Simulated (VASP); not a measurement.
# Bi3Te2S (P4mm) in VASP: a series of runs, part 2 of 2

VASP 6.6.1.

### 3 Single point, PBE

This run uses another cell than the first one, of 44.70 Å³/atom.

File INCAR:

```
ALGO = Normal
EDIFF = 1E-6
ENCUT = 520
GGA = PE
ISIF = 2
ISMEAR = 0
LASPH = True
LCHARG = False
LREAL = False
LWAVE = False
NBANDS = 40
NELM = 100
PREC = Accurate
SIGMA = 0.1
```

File KPOINTS:

```
k-points
0
Gamma
  4 4 4
```

File POSCAR:

```
Bi3Te2S
1.0
    5.4296698529      0.0000000000      0.0000000000
    0.0000000000      5.4296698529      0.0000000000
    0.0000000000      0.0000000000      9.0963685123
Bi Te S
3 2 1
Direct
    0.5000000000      0.0000000000      0.5666636270
    0.0000000000      0.5000000000      0.5666636270
    0.5000000000      0.5000000000      0.7467845065
    0.0000000000      0.0000000000      0.1239769841
    0.0000000000      0.0000000000      0.7589940986
    0.0000000000      0.0000000000      0.3867996768
```

Potentials or basis: VASP PAW PBE potentials, release 64 (Bi_d, Te, S).

Started as:

```console
$ cat potpaw_PBE.64/Bi_d/POTCAR potpaw_PBE.64/Te/POTCAR potpaw_PBE.64/S/POTCAR > POTCAR
$ mpirun -np 1 vasp_std > vasp.out
```

OUTCAR:

```text
EDIFF = 1E-6
   ENCUT = 520
   GGA = PE
   ISIF = 2
   ISMEAR = 0
   LASPH = True
   LREAL = False
   NELM = 100
   PREC = Accurate

 ion  position               nearest neighbor table
   1  0.500  0.000  0.567-   6 3.17   6 3.17   3 3.17   3 3.17   5 3.23   5 3.23   2 3.84   2 3.84
                             2 3.84   2 3.84
   2  0.000  0.500  0.567-   6 3.17   6 3.17   3 3.17   3 3.17   5 3.23   5 3.23   1 3.84   1 3.84
                             1 3.84   1 3.84
[... 976 lines left out ...]
  -------------------------------------------------------------------------------------
  Total       -0.2226560     -0.2226560     -0.0462888      0.0000000      0.0000000      0.0000000
  in kB       -1.3302401     -1.3302401     -0.2765488      0.0000000      0.0000000      0.0000000
  external PRESSURE =      -0.9790097 kB  Pullay stress =       0.0000000 kB

 VOLUME and BASIS-vectors are now :
 -----------------------------------------------------------------------------
  energy-cutoff  :      520.00
  volume of cell :      268.17
      direct lattice vectors                 reciprocal lattice vectors
     5.429669853  0.000000000  0.000000000     0.184173260  0.000000000  0.000000000
     0.000000000  5.429669853  0.000000000     0.000000000  0.184173260  0.000000000
     0.000000000  0.000000000  9.096368512     0.000000000  0.000000000  0.109933981

 POSITION                                       TOTAL-FORCE (eV/Angst)
 -----------------------------------------------------------------------------------
      2.71483      0.00000      5.15458         0.000000     -0.000000     -0.000124
      0.00000      2.71483      5.15458         0.000000     -0.000000     -0.000124
      2.71483      2.71483      6.79303         0.000000      0.000000      0.006358
      0.00000      0.00000      1.12774         0.000000     -0.000000     -0.005229
      0.00000      0.00000      6.90409         0.000000     -0.000000      0.005408
      0.00000      0.00000      3.51847         0.000000     -0.000000     -0.006289
 -----------------------------------------------------------------------------------
    total drift:                               -0.000000      0.000000      0.000948

  FREE ENERGIE OF THE ION-ELECTRON SYSTEM (eV)
  ---------------------------------------------------
  free  energy   TOTEN  =       -20.8569451564 eV

  energy  without entropy=      -20.8359083139  energy(sigma->0) =      -20.84642674
```

Wall time 2.9 min (1 thread of Intel Xeon Platinum 8259CL at 2.50GHz (Skylake/Cascade Lake), shared host); peak memory 0.43 GiB.

What came out:

| Property | Result |
| --- | --- |
| Free energy | -20.8569 eV |
| Pressure | -0.1 GPa |
| Largest force | 0.006 eV/Å |
| Band gap on the k mesh | zero (an odd number of electrons rules out a gap without spin polarisation) |

Forces on the atoms (eV/Å):
```
Bi   0.000  0.000  0.000
Bi   0.000  0.000  0.000
Bi   0.000  0.000  0.006
Te   0.000  0.000 -0.005
Te   0.000  0.000  0.005
S    0.000  0.000 -0.006
```

Levels at points of the mesh, in eV from the Fermi level:
| k point | band 29 | band 30 | band 31 | band 32 | band 33 | band 34 |
| --- | --- | --- | --- | --- | --- | --- |
| (0.00, 0.00, 0.00) | -0.96 | -0.44 | -0.44 | -0.31 | -0.12 | 0.13 |
| (0.50, 0.00, 0.00) | -1.61 | -1.52 | -0.34 | -0.15 | 1.04 | 1.33 |
| (0.50, 0.50, 0.00) | -0.08 | -0.08 | 1.06 | 1.06 | 1.55 | 1.66 |
| (0.00, 0.00, 0.50) | -1.00 | -0.32 | -0.05 | 0.01 | 0.01 | 0.58 |
| (0.50, 0.00, 0.50) | -1.52 | -0.84 | -0.63 | 0.09 | 0.64 | 1.67 |
| (0.50, 0.50, 0.50) | -0.49 | -0.49 | 0.84 | 1.15 | 1.15 | 1.55 |

Caveat: spin-orbit coupling is left out, which moves the levels of the heavy elements; an odd number of electrons without spin polarisation forces a metal; a magnetic or distorted state may lie lower.

### 4 Single point, PBE

This run uses another cell than the first one, of 43.69 Å³/atom.

File INCAR:

```
SYSTEM = Bi3Te2S
ALGO = Normal
EDIFF = 1E-7
ENCUT = 520
GGA = PE
ISIF = 2
ISMEAR = 0
LASPH = .True.
LCHARG = .True.
LELF = .True.
LREAL = .False.
LVHAR = .True.
LWAVE = .False.
NBANDS = 40
NELM = 60
PREC = Accurate
SIGMA = 0.1
```

File KPOINTS:

```
k-points
0
Gamma
  8 8 4
  0 0 0
```

File POSCAR:

```
Bi3Te2S
1.0
    5.3628082664      0.0000000000      0.0000000000
    0.0000000000      5.3628082664      0.0000000000
    0.0000000000      0.0000000000      9.1150363654
Bi Te S
3 2 1
Direct
    0.5000000000      0.0000000000      0.5633555016
    0.0000000000      0.5000000000      0.5633555016
    0.5000000000      0.5000000000      0.7537040344
    0.0000000000      0.0000000000      0.1226933470
    0.0000000000      0.0000000000      0.7609713135
    0.0000000000      0.0000000000      0.3858028219
```

Started as:

```console
$ cat potpaw_PBE.64/Bi_d/POTCAR potpaw_PBE.64/Te/POTCAR potpaw_PBE.64/S/POTCAR > POTCAR
$ mpirun -np 1 vasp_std > vasp.out
```

Run time: 7.5 min. Hardware: 1 thread of Intel Xeon Platinum 8259CL at 2.50GHz (Skylake/Cascade Lake), shared host; peak memory 0.59 GiB.

It converged, with:

| Property | Result |
| --- | --- |
| Free energy | -20.8892 eV |
| Pressure | 0.0 GPa |
| Largest force | 0.017 eV/Å |
| Band gap on the k mesh | zero (an odd number of electrons rules out a gap without spin polarisation) |

Forces on the atoms (eV/Å):
```
Bi   0.000  0.000 -0.006
Bi   0.000  0.000 -0.006
Bi   0.000  0.000  0.011
Te   0.000  0.000  0.007
Te   0.000  0.000  0.011
S    0.000  0.000 -0.017
```

Levels at points of the mesh, in eV from the Fermi level:
```
           k point  band 29  band 30  band 31  band 32  band 33  band 34  band 35  band 36
(0.00, 0.00, 0.00)    -0.97    -0.48    -0.48    -0.44    -0.37     0.18     1.70     1.70
(0.50, 0.00, 0.00)    -1.76    -1.69    -0.39    -0.19     1.02     1.17     1.82     2.35
(0.50, 0.50, 0.00)    -0.12    -0.12     1.09     1.09     1.59     1.65     1.74     1.93
(0.00, 0.00, 0.50)    -0.98    -0.44    -0.16    -0.04    -0.04     0.56     1.26     1.26
(0.50, 0.00, 0.50)    -1.68    -0.95    -0.71     0.06     0.57     1.54     1.80     1.83
(0.50, 0.50, 0.50)    -0.55    -0.55     0.68     1.17     1.17     1.59     1.86     1.93
```

Caveat: spin-orbit coupling is left out, which moves the levels of the heavy elements; an odd number of electrons without spin polarisation forces a metal; a magnetic or distorted state may lie lower.

### 5 Summary

```tsv
cell	k mesh	gap on the mesh (eV)	pressure (GPa)	largest force (eV/Å)
a = 5.262, b = 5.262, c = 6.630 Å, 6 atoms, atomic positions A	4 × 4 × 4	none	23.9	15.63
a = 5.430, b = 5.430, c = 9.096 Å, 6 atoms, atomic positions B	4 × 4 × 4	none	-0.1	0.01
a = 5.363, b = 5.363, c = 9.115 Å, 6 atoms, atomic positions C	8 × 8 × 4	none	0.0	0.02
```

Alike in all rows: task single point; level PBE; potentials or basis VASP PAW PBE potentials, release 64 (Bi_d, Te, S); no spin polarisation; cutoff (eV) 520; smearing gaussian 0.1 eV.

Caveats: spin-orbit coupling is left out, which moves the levels of the heavy elements; an odd number of electrons without spin polarisation forces a metal; a magnetic or distorted state may lie lower; the stress differs along the axes, from 9 to 54 GPa (at least some runs).

Absolute energies hang on the potentials; compare differences alone.
